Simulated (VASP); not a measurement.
# Sm3Ta (Fm-3m) in VASP: relaxation of cell and atoms with PBE

Aim: the relaxation of cell and atoms of Sm3Ta with PBE.

Program: VASP 6.6.1. These are calculated values, not measurements. Logs are shortened: lines on timing, memory, paths and dates and some standing lists are left out, and cuts for length are marked.

## (1) The cell of the first run

It takes space group Fm-3m (No. 225, cubic). Conventional cell: a = 7.283 Å, b = 7.283 Å, c = 7.283 Å, α = 90.00°, β = 90.00°, γ = 90.00°. Sm (site symmetry -43m) has 10 Sm at 3.15 to 3.64 Å and 4 Ta at 3.15 Å within 4.1 Å. Sm (site symmetry m-3m) has 8 Sm at 3.15 Å and 6 Ta at 3.64 Å within 4.1 Å. Ta (site symmetry m-3m) has 14 Sm at 3.15 to 3.64 Å within 4.1 Å.

The cell was built from a structure type or drawn by symmetry, and may not be a known phase.

## (2) Relaxation of cell and atoms, PBE

INCAR

```
ALGO     = Normal         # electronic algorithm
EDIFF    = 1E-7           # SCF threshold, eV
EDIFFG   = -0.08          # ionic threshold
ENCUT    = 500            # plane-wave cutoff, eV
GGA      = PE             # functional
GGA_COMPAT= F            
IBRION   = 2              # ionic algorithm
ISIF     = 3              # what is computed and relaxed
ISMEAR   = 0              # smearing method
LASPH    = T              # aspherical terms in the spheres
LCHARG   = F              # write CHGCAR
LMAXMIX  = 6              # l up to which the mixer works
LREAL    = F              # projectors in reciprocal space
LWAVE    = F              # write WAVECAR
NELM     = 200            # most SCF steps
NELMIN   = 4            
NSW      = 36             # ionic steps
PREC     = Accurate       # precision mode
SIGMA    = 0.2            # smearing width, eV
```

KPOINTS

```
k-points
0
Gamma
  5 5 5
```

POSCAR

```
Sm3Ta
1.0
    0.0000000000      3.6413439000      3.6413439000
    3.6413439000      0.0000000000      3.6413439000
    3.6413439000      3.6413439000      0.0000000000
Sm Ta
3 1
Direct
    0.2500000000      0.2500000000      0.2500000000
    0.7500000000      0.7500000000      0.7500000000
    0.0000000000      0.0000000000      0.0000000000
    0.5000000000      0.5000000000      0.5000000000
```

Potentials or basis: VASP PAW PBE potentials, release 64 (Sm_3, Ta_pv), 4f in core.

Started as:

```sh
cat potpaw_PBE.64/Sm_3/POTCAR potpaw_PBE.64/Ta_pv/POTCAR > POTCAR
mpirun -np 1 vasp_std > vasp.out
```

OUTCAR:

```text
EDIFF = 1E-7
   EDIFFG = -0.08
   ENCUT = 500
   GGA = PE
   IBRION = 2
   ISIF = 3
   ISMEAR = 0
   LASPH = T
   LREAL = F
   NELM = 200
   NELMIN = 4
   NSW = 36
   PREC = Accurate

 ion  position               nearest neighbor table
   1  0.250  0.250  0.250-   3 3.15   3 3.15   3 3.15   3 3.15   4 3.15   4 3.15   4 3.15   4 3.15
                             2 3.64   2 3.64   2 3.64   2 3.64   2 3.64   2 3.64
   2  0.750  0.750  0.750-   4 3.15   4 3.15   4 3.15   3 3.15   4 3.15   3 3.15   3 3.15   3 3.15
                             1 3.64   1 3.64   1 3.64   1 3.64   1 3.64   1 3.64
   3  0.000  0.000  0.000-   2 3.15   2 3.15   2 3.15   1 3.15   2 3.15   1 3.15   1 3.15   1 3.15
                             4 3.64   4 3.64   4 3.64   4 3.64   4 3.64   4 3.64
   4  0.500  0.500  0.500-   1 3.15   1 3.15   1 3.15   1 3.15   2 3.15   2 3.15   2 3.15   2 3.15
                             3 3.64   3 3.64   3 3.64   3 3.64   3 3.64   3 3.64

  LATTYP: Found a face centered cubic cell.
 ALAT       =     7.2826878000

  Lattice vectors:

 A1 = (   0.0000000000,   3.6413439000,   3.6413439000)
 A2 = (   3.6413439000,   0.0000000000,   3.6413439000)
 A3 = (   3.6413439000,   3.6413439000,   0.0000000000)

Analysis of symmetry for initial positions (statically):
=====================================================================
 Subroutine PRICEL returns:
 Original cell was already a primitive cell.

 Routine SETGRP: Setting up the symmetry group for a
 face centered cubic supercell.

 Subroutine GETGRP returns: Found 48 space group operations
 (whereof 48 operations were pure point group operations)
 out of a pool of 48 trial point group operations.

The static configuration has the point symmetry O_h .

Analysis of symmetry for dynamics (positions and initial velocities):
=====================================================================
 Subroutine PRICEL returns:
 Original cell was already a primitive cell.

 Routine SETGRP: Setting up the symmetry group for a
 face centered cubic supercell.

 Subroutine GETGRP returns: Found 48 space group operations
 (whereof 48 operations were pure point group operations)
 out of a pool of 48 trial point group operations.

The dynamic configuration has the point symmetry O_h .

 Subroutine INISYM returns: Found 48 space group operations
 (whereof 48 operations are pure point group operations),
 and found     1 'primitive' translations

----------------------------------------------------------------------------------------

                                     Primitive cell

  volume of cell :      96.5640

  direct lattice vectors                    reciprocal lattice vectors
[... 71 lines left out ...]
   LNONCOLLINEAR =      F non collinear calculations
   LSORBIT =      F    spin-orbit coupling
   LASPH  =      T    aspherical Exc in radial PAW
   ENCUT  =  500.0 eV  36.75 Ry    6.06 a.u.   9.39  9.39  9.39*2*pi/ulx,y,z
   NELM   =    200;   NELMIN=  4; NELMDL= -5     # of ELM steps
   EDIFF  = 0.1E-06   stopping-criterion for ELM
   LREAL  =      F    real-space projection
   EDIFFG = -.8E-01   stopping-criterion for IOM
   NSW    =     36    number of steps for IOM
   IBRION =      2    ionic relax: 0-MD 1-quasi-New 2-CG
   NFREE  =      1    steps in history (QN), initial steepest desc. (CG)
   ISIF   =      3    stress and relaxation
   ISYM   =      2    0-nonsym 1-usesym 2-fastsym
   POTIM  = 0.5000    time-step for ionic-motion
   TEBEG  =    0.0;   TEEND  =   0.0 temperature during run
   PSTRESS=    0.0 pullay stress
   NELECT =      44.0000    total number of electrons
   NUPDOWN=      -1.0000    fix difference up-down
   EMIN   =  10.00;   EMAX   =-10.00  energy-range for DOS
   EFERMI =   0.00;   METHOD = LEGACY
   ISMEAR =     0;   SIGMA  =   0.20  broadening in eV -4-tet -1-fermi 0-gaus
   EFERMI_NEDOS =   21; number of points for ismear=-14 and -15
   IALGO  =     38    algorithm
   IMIX   =      4    mixing-type and parameters
     AMIX     =   0.40;   BMIX     =  1.00
     AMIX_MAG =   1.60;   BMIX_MAG =  1.00
  volume/ion in A,a.u.               =      24.14       162.91
  Fermi-wavevector in a.u.,A,eV,Ry     =   1.259759  2.380599 21.592336  1.586992
  Thomas-Fermi vector in A             =   2.393302
   LORBIT       =      0    0 simple, 1 ext, 2 COOP (PROOUT), +10 PAW based schemes
   GGA     = PE    functional components
   LHFCALC =     F    Hartree Fock is set to
   AEXX    =    0.0000 exact exchange contribution
   IVDW    =     0    specifies the selected vdW correction
   LEPSILON=     F    determine dielectric tensor
   LRPA    =     F    only Hartree local field effects (RPA)
 conjugate gradient relaxation of ions
 non-spin polarized calculation
 Gauss-broadening in eV      SIGMA  =   0.20
  energy-cutoff  :      500.00
  volume of cell :       96.56
 maximum number of plane-waves:      2469
 NGX is ok and might be reduce to    40
   NGX = 19   NGY = 19   NGZ = 19

--------------------------------------- Ionic step        1  -------------------------------------------

 number of electron      44.0000001 magnetization

 Free energy of the ion-electron system (eV)
  ---------------------------------------------------
  ext. energy  EPLUGINS =         0.00000000
  ---------------------------------------------------
  free energy    TOTEN  =       -23.51198843 eV

  energy without entropy =      -23.41124372  energy(sigma->0) =      -23.46161607

------------------------ aborting loop because EDIFF is reached ----------------------------------------

  FORCE on cell =-STRESS in cart. coord.  units (eV):
  Direction    XX          YY          ZZ          XY          YZ          ZX
  --------------------------------------------------------------------------------------
  -------------------------------------------------------------------------------------
  Total        5.5790863      5.5790863      5.5790863      0.0000000     -0.0000000      0.0000000
  in kB       92.5675081     92.5675081     92.5675081      0.0000000     -0.0000000      0.0000000
  external PRESSURE =      92.5675081 kB  Pullay stress =       0.0000000 kB
[... 63 lines left out ...]
--------------------------------------- Ionic step        3  -------------------------------------------

 number of electron      44.0000003 magnetization

 Free energy of the ion-electron system (eV)
  ---------------------------------------------------
  ext. energy  EPLUGINS =         0.00000000
  ---------------------------------------------------
  free energy    TOTEN  =       -23.89139700 eV

  energy without entropy =      -23.75816486  energy(sigma->0) =      -23.82478093

 E-fermi :   3.6842     XC(G=0): -10.5766

 val. band max:        3.5981314642   @ k =  -0.4000   0.2000   0.0000
 cond. band min:       3.6982096405   @ k =   0.0000   0.0000   0.0000
 fundamental gap:      0.1000781763
 Fermi energy:         3.6841564373

 k-point     1 :       0.0000    0.0000    0.0000
  band No.  band energies     occupation
      1     -37.2414      2.00000
      2     -36.6951      2.00000
      3     -36.6777      2.00000
      4     -30.5681      2.00000
      5     -30.5681      2.00000
      6     -30.5681      2.00000
[... 310 lines left out ...]
  FREE ENERGIE OF THE ION-ELECTRON SYSTEM (eV)
  ---------------------------------------------------
  free  energy   TOTEN  =       -23.8913969976 eV

  energy  without entropy=      -23.7581648603  energy(sigma->0) =      -23.82478093

 reached required accuracy - stopping structural energy minimisation
```

It took 1.7 min on 1 thread of Intel Xeon 6975P-C (Granite Rapids), shared host; peak memory 0.24 GiB.

What came out:

```yaml
Free_energy: -23.8914 eV
Relaxed_volume: 27.75 Å³/atom
Relaxed_cell: a = 5.395 Å, b = 5.395 Å, c = 5.395 Å, α = 60.00°, β = 60.00°, γ = 60.00°
Space_group_after_relaxing_to_0.1_Å: Fm-3m (No. 225)
Energy_gained_by_relaxing: 94.9 meV/atom
Ionic_steps: 3
Pressure_after_relaxing: 0.0 GPa
Band_gap_on_the_k_mesh: zero (bands 22 and 23 overlap by 0.13 eV)
```

The path:
```tsv
step	energy change (eV)	largest force (eV/Å)	pressure (GPa)	volume (Å³)
1	0.0000	0.0000	9.26	96.56
2	-0.3245	0.0000	-2.68	117.40
3	-0.3794	0.0000	0.04	111.01
```

Final structure:
```xyz
4
Lattice="0.0000 3.8145 3.8145 3.8145 0.0000 3.8145 3.8145 3.8145 0.0000" Properties=species:S:1:pos:R:3 pbc="T T T"
Sm    1.9073    1.9073    1.9073
Sm    5.7218    5.7218    5.7218
Sm    0.0000    0.0000    0.0000
Ta    3.8145    3.8145    3.8145
```

Levels at points of the mesh, in eV from the Fermi level:
| k point | band 20 | band 21 | band 22 | band 23 | band 24 | band 25 |
| --- | --- | --- | --- | --- | --- | --- |
| (0.00, 0.00, 0.00) | -0.19 | -0.19 | 0.01 | 0.01 | 0.01 | 1.50 |

Caveat: spin-orbit coupling is left out, which moves the levels of the heavy elements; the 4f electrons are frozen in the core, so they carry no moment and show no levels. Spin polarisation is off, so any magnetic state and its effect on volume and gap are missing.
